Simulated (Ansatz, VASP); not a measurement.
Two plane-wave programs on Ti2C

```
CELL_PARAMETERS angstrom
1.54070 0.88952 4.81377
-1.54070 0.88952 4.81377
0.00000 -1.77905 4.81377
ATOMIC_POSITIONS crystal
Ti 0.24550 0.24550 0.24550
Ti 0.75450 0.75450 0.75450
C 0.50000 0.50000 0.50000
```

Alike in both runs: task single point; functional PBEsol; k mesh 9 × 9 × 9; occupations gaussian, width 0.4 eV; no spin polarisation.

|  | VASP | Ansatz |
| --- | --- | --- |
| version | VASP 6.6.1 | Ansatz 0.2.0 |
| potentials or method | VASP PAW PBE potentials, release 64 (Ti_sv, C), cutoff 520 eV | scalar-relativistic, plane waves, PAW |
| valence electrons in the cell | 28 | 28 |

VASP gave:

* gap on the k mesh at the Fermi level (eV): none
* pressure (GPa): -4.1
* traceless stress, the component that is largest in VASP (GPa): 0.67
* rms of the force components (eV/Å): 0.065

Task: Which values does Ansatz return?

Result: gap on the k mesh at the Fermi level (eV): none; pressure (GPa): -4.2; traceless stress, the component that is largest in VASP (GPa): 0.70; rms of the force components (eV/Å): 0.077.

VASP's potentials were made for PBE, not for PBEsol. Atom by atom the forces differ by 0.012 eV/Å (rms over components). A gap of «none» marks a metal or a gap that the smearing closes. With one functional, cell and mesh, what is left measures potentials, basis and numerics.
